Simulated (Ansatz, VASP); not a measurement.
# One calculation of AlN, two programs

The input INCAR:

```
PREC = Accurate
ENCUT = 520
EDIFF = 1E-7
ISMEAR = 0
SIGMA = 0.05
LREAL = F
LASPH = T
NELM = 60
ALGO = Normal
ISIF = 2
LWAVE = F
LCHARG = T
GGA = PE
LELF = T
LVHAR = T
NBANDS = 11
```

File KPOINTS:

```
Automatic mesh
0
Gamma
  10 10 10
```

POSCAR

```
AlN
1.0
    0.0000000000      2.1829884494      2.1829884494
    2.1829884494      0.0000000000      2.1829884494
    2.1829884494      2.1829884494      0.0000000000
Al N
1 1
Direct
   -0.0114379721      0.0114379721      0.0114379721
    0.7720328468      0.7279671532      0.7279671532
```

Input for Ansatz:

```yaml
crystal:
  lattice:
    - [0.0, 2.1829884494, 2.1829884494]
    - [2.1829884494, 0.0, 2.1829884494]
    - [2.1829884494, 2.1829884494, 0.0]
  atoms:
    - { symbol: Al, position: [-0.0114379721, 0.0114379721, 0.0114379721] }
    - { symbol: "N", position: [0.7720328468, 0.7279671532, 0.7279671532] }
basis:
  ecutwfc: 520.0
kpoints:
  mp_grid: { grid: [10, 10, 10] }
hamiltonian:
  xc: pbe
  pseudopotentials: { kind: paw, azcp: { folder: soft_1 } }
scf:
  occupations: { method: gaussian, width: 0.05 }
output:
  forces: true
  stress: true
  eigenvalues: true
```

Change from the starting cell: mode 4 frozen in at -0.097 Å, equal normal strain along x, y and z -0.0083.

Alike in both runs: task single point; functional PBE; k mesh 10 × 10 × 10; occupations gaussian, width 0.05 eV; no spin polarisation.

|  | VASP | Ansatz |
| --- | --- | --- |
| version | VASP 6.6.1 | Ansatz 0.2.0 |
| potentials or method | VASP PAW PBE potentials, release 64 (Al, N), cutoff 520 eV | scalar-relativistic, plane waves, PAW |
| valence electrons in the cell | 8 | 8 |

```csv
,VASP,Ansatz,Ansatz less VASP
gap on the k mesh at the Fermi level (eV),2.94,2.95,+0.008
least direct gap on the mesh (eV),3.80,3.79,-0.009
pressure (GPa),7.5,7.7,+0.16
"traceless stress, the component that is largest in VASP (GPa)",-10.87,-10.83,+0.038
rms of the force components (eV/Å),1.218,1.215,-0.0031
```

Atom by atom the forces differ by 0.003 eV/Å (rms over components).
